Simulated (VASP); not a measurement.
# O (P4/mmm) in VASP: further runs

The runs below take O through single point, with r2SCAN.

Everything below comes from runs of VASP 6.6.1. Logs are shortened: lines on timing, memory, paths and dates and some standing lists are left out, and cuts for length are marked.

## (1) The cell of the first run

Symmetry: P4/mmm, No. 123, tetragonal system. Conventional cell: a = 1.776 Å, b = 1.776 Å, c = 3.053 Å, α = 90.00°, β = 90.00°, γ = 90.00°. Within 2.4 Å of O (site symmetry 4/mmm) lie 4 O at 1.78 Å.

## (2) Single point, r2SCAN

Contents of POSCAR:

```
O
1.0
    1.7755900000      0.0000000000      0.0000000000
    0.0000000000      1.7755900000      0.0000000000
    0.0000000000      0.0000000000      3.0530500000
O
1
Direct
    0.0000000000      0.0000000000      0.0000000000
```

Contents of INCAR.step1:

```
PREC = Accurate ; ENCUT = 660
ISMEAR = -1 ; SIGMA = 0.25
LREAL = False ; LASPH = True
NELM = 120 ; NBANDS = 9
GGA = PE ; ALGO = Normal
EDIFF = 1E-5 ; LWAVE = True
LCHARG = False ; GGA_COMPAT = False
```

Contents of INCAR.step2:

```
PREC = Accurate ; ENCUT = 660
EDIFF = 1E-6 ; ISMEAR = -1
SIGMA = 0.25 ; LREAL = False
LASPH = True ; NELM = 120
ALGO = Normal ; ISIF = 2
LWAVE = False ; LCHARG = False
METAGGA = R2SCAN ; LMIXTAU = True
NBANDS = 9 ; ISTART = 1
GGA_COMPAT = False
```

Contents of KPOINTS:

```
regular mesh
0
Gamma
  18 18 11
```

Potentials or basis: VASP PAW PBE potentials, release 64 (O).

On the command line:

```console
$ cat potpaw_PBE.64/O/POTCAR > POTCAR
$ cp INCAR.step1 INCAR
$ mpirun -np 1 vasp_std > vasp.out
$ cp INCAR.step2 INCAR
$ mpirun -np 1 vasp_std > vasp.out
```

OUTCAR:

```text
PREC = Accurate
   ENCUT = 660
   EDIFF = 1E-6
   ISMEAR = -1
   LREAL = False
   LASPH = True
   NELM = 120
   ISIF = 2
   METAGGA = R2SCAN
   ISTART = 1

 ion  position               nearest neighbor table
   1  0.000  0.000  0.000-

  LATTYP: Found a simple tetragonal cell.
 ALAT       =     1.7755900000
 C/A-ratio  =     1.7194566313

  Lattice vectors:

 A1 = (   1.7755900000,   0.0000000000,   0.0000000000)
 A2 = (   0.0000000000,   1.7755900000,   0.0000000000)
 A3 = (   0.0000000000,   0.0000000000,   3.0530500000)

Analysis of symmetry for initial positions (statically):
=====================================================================
 Subroutine PRICEL returns:
 Original cell was already a primitive cell.

 Routine SETGRP: Setting up the symmetry group for a
 simple tetragonal supercell.

 Subroutine GETGRP returns: Found 16 space group operations
 (whereof 16 operations were pure point group operations)
 out of a pool of 16 trial point group operations.

The static configuration has the point symmetry D_4h.

Analysis of symmetry for dynamics (positions and initial velocities):
=====================================================================
 Subroutine PRICEL returns:
 Original cell was already a primitive cell.

 Routine SETGRP: Setting up the symmetry group for a
 simple tetragonal supercell.

 Subroutine GETGRP returns: Found 16 space group operations
 (whereof 16 operations were pure point group operations)
 out of a pool of 16 trial point group operations.

The dynamic configuration has the point symmetry D_4h.

 Subroutine INISYM returns: Found 16 space group operations
 (whereof 16 operations are pure point group operations),
 and found     1 'primitive' translations

----------------------------------------------------------------------------------------

                                     Primitive cell

  volume of cell :       9.6254

  direct lattice vectors                    reciprocal lattice vectors
     1.775590000  0.000000000  0.000000000     0.563193079  0.000000000  0.000000000
     0.000000000  1.775590000  0.000000000     0.000000000  0.563193079  0.000000000
     0.000000000  0.000000000  3.053050000     0.000000000  0.000000000  0.327541311

  length of vectors
     1.775590000  1.775590000  3.053050000     0.563193079  0.563193079  0.327541311

  position of ions in fractional coordinates (direct lattice)
     0.000000000  0.000000000  0.000000000
[... 73 lines left out ...]
   LASPH  =      T    aspherical Exc in radial PAW
   ENCUT  =  660.0 eV  48.51 Ry    6.96 a.u.   3.72  3.72  6.40*2*pi/ulx,y,z
   NELM   =    120;   NELMIN=  2; NELMDL=  0     # of ELM steps
   EDIFF  = 0.1E-05   stopping-criterion for ELM
   LREAL  =      F    real-space projection
   EDIFFG = 0.1E-04   stopping-criterion for IOM
   NSW    =      0    number of steps for IOM
   IBRION =     -1    ionic relax: 0-MD 1-quasi-New 2-CG
   NFREE  =      0    steps in history (QN), initial steepest desc. (CG)
   ISIF   =      2    stress and relaxation
   ISYM   =      2    0-nonsym 1-usesym 2-fastsym
   POTIM  = 0.5000    time-step for ionic-motion
   TEBEG  =    0.0;   TEEND  =   0.0 temperature during run
   PSTRESS=    0.0 pullay stress
   NELECT =       6.0000    total number of electrons
   NUPDOWN=      -1.0000    fix difference up-down
   EMIN   =  10.00;   EMAX   =-10.00  energy-range for DOS
   EFERMI =   0.00;   METHOD = LEGACY
   ISMEAR =    -1;   SIGMA  =   0.25  broadening in eV -4-tet -1-fermi 0-gaus
   EFERMI_NEDOS =   21; number of points for ismear=-14 and -15
   IALGO  =     38    algorithm
   IMIX   =      4    mixing-type and parameters
     AMIX     =   0.40;   BMIX     =  1.00
     AMIX_MAG =   1.60;   BMIX_MAG =  1.00
  volume/ion in A,a.u.               =       9.63        64.96
  Fermi-wavevector in a.u.,A,eV,Ry     =   1.398467  2.642719 26.609040  1.955709
  Thomas-Fermi vector in A             =   2.521622
   LORBIT       =      0    0 simple, 1 ext, 2 COOP (PROOUT), +10 PAW based schemes
   METAGGA = R2SCAN    functional components
   LHFCALC =     F    Hartree Fock is set to
   AEXX    =    0.0000 exact exchange contribution
   IVDW    =     0    specifies the selected vdW correction
   LEPSILON=     F    determine dielectric tensor
   LRPA    =     F    only Hartree local field effects (RPA)
 non-spin polarized calculation
  energy-cutoff  :      660.00
  volume of cell :        9.63
 maximum number of plane-waves:       389
 NGX is ok and might be reduce to    16
   NGX =  7   NGY =  7   NGZ = 13

 number of electron       6.0000002 magnetization

 Free energy of the ion-electron system (eV)
  ---------------------------------------------------
  ext. energy  EPLUGINS =         0.00000000
  ---------------------------------------------------
  free energy    TOTEN  =        -4.23137453 eV

  energy without entropy =       -4.14603219  energy(sigma->0) =       -4.18870336

 E-fermi :   0.2304     XC(G=0): -11.0617

 val. band max:        0.2277581014   @ k =   0.2222   0.2222   0.0909
 cond. band min:       0.2453617760   @ k =   0.2222   0.2222   0.1818
 fundamental gap:      0.0176036746
 Fermi energy:         0.2304146475

 k-point     1 :       0.0000    0.0000    0.0000
  band No.  band energies     occupation
      1     -23.9070      2.00000
      2      -4.6534      2.00000
      3       4.3439      0.00000
      4       4.3439      0.00000
      5       9.2381      0.00000
      6      29.6275      0.00000
      7      31.6826      0.00000
      8      35.7187      0.00000
      9      53.9167      0.00000
[... 265 lines left out ...]
 k-point    24 :       0.3333    0.1111    0.0000
  band No.  band energies     occupation
      1     -19.9263      2.00000
      2      -5.2005      2.00000
      3      -1.8847      1.99958
      4       4.0867      0.00000
      5      14.7950      0.00000
      6      25.6404      0.00000
      7      28.5424      0.00000
      8      36.3548      0.00000
      9      41.0378      0.00000

 [... further k-points ...]
[... 5 lines left out ...]
  --------------------------------------------------------------------------------------
  -------------------------------------------------------------------------------------
  Total        0.0067666      0.0067666      0.0028116      0.0000000      0.0000000      0.0000000
  in kB        1.1263195      1.1263195      0.4680031      0.0000000      0.0000000      0.0000000
  external PRESSURE =       0.9068807 kB  Pullay stress =       0.0000000 kB

 VOLUME and BASIS-vectors are now :
 -----------------------------------------------------------------------------
  energy-cutoff  :      660.00
  volume of cell :        9.63
      direct lattice vectors                 reciprocal lattice vectors
     1.775590000  0.000000000  0.000000000     0.563193079  0.000000000  0.000000000
     0.000000000  1.775590000  0.000000000     0.000000000  0.563193079  0.000000000
     0.000000000  0.000000000  3.053050000     0.000000000  0.000000000  0.327541311

 POSITION                                       TOTAL-FORCE (eV/Angst)
 -----------------------------------------------------------------------------------
      0.00000      0.00000      0.00000         0.000000      0.000000      0.000000
 -----------------------------------------------------------------------------------
    total drift:                               -0.000000      0.000000     -0.000000

  FREE ENERGIE OF THE ION-ELECTRON SYSTEM (eV)
  ---------------------------------------------------
  free  energy   TOTEN  =        -4.2313745287 eV

  energy  without entropy=       -4.1460321886  energy(sigma->0) =       -4.18870336
```

It took 82 s on 1 thread of Intel Xeon 8259CL, shared host; peak memory 0.15 GiB.

What came out:

* Free energy: -4.2314 eV
* Pressure: 0.1 GPa
* Band gap on the k mesh: zero (bands 3 and 4 overlap by 5.61 eV)

Caveat: the PAW data sets were made with another functional, which shifts forces and pressure a little.

## (3) Single point, r2SCAN

POSCAR is that of step 2.

Contents of INCAR.step1:

```
PREC = Accurate
ENCUT = 660
ISMEAR = -1
SIGMA = 0.15
LREAL = F
LASPH = T
NELM = 120
NBANDS = 9
GGA = PE
ALGO = Normal
EDIFF = 1E-5
LWAVE = T
LCHARG = F
GGA_COMPAT = F
```

Contents of INCAR.step2:

```
PREC = Accurate
ENCUT = 660
EDIFF = 1E-6
ISMEAR = -1
SIGMA = 0.15
LREAL = F
LASPH = T
NELM = 120
ALGO = Normal
ISIF = 2
LWAVE = F
LCHARG = F
METAGGA = R2SCAN
LMIXTAU = T
NBANDS = 9
ISTART = 1
GGA_COMPAT = F
```

KPOINTS is that of step 2.

Potentials or basis: VASP PAW PBE potentials, release 64 (O).

On the command line:

```console
$ cat potpaw_PBE.64/O/POTCAR > POTCAR
$ cp INCAR.step1 INCAR
$ mpirun -np 1 vasp_std > vasp.out
$ cp INCAR.step2 INCAR
$ mpirun -np 1 vasp_std > vasp.out
```

Run time: 2.2 min. Hardware: 1 thread of Intel Xeon 8259CL, shared host; peak memory 0.15 GiB.

It converged, with:

```
Free energy            : -4.2052 eV
Pressure               : -0.7 GPa
Band gap on the k mesh : zero (bands 3 and 4 overlap by 5.61 eV)
```

Stress tensor (GPa, compression positive):
```
-1.15  0.00  0.00
 0.00 -1.15  0.00
 0.00  0.00  0.09
```

Levels at points of the mesh, in eV from the Fermi level:
```
           k point  band 1  band 2  band 3  band 4  band 5  band 6
(0.00, 0.00, 0.00)  -24.14   -4.89    4.10    4.10    9.02   29.40
(0.50, 0.00, 0.00)  -18.35   -9.50   -1.36    5.67   19.95   20.41
(0.50, 0.50, 0.00)  -12.97   -5.79   -5.79    1.25   18.07   31.52
```

Caveat: the PAW data sets were made with another functional, which shifts forces and pressure a little.
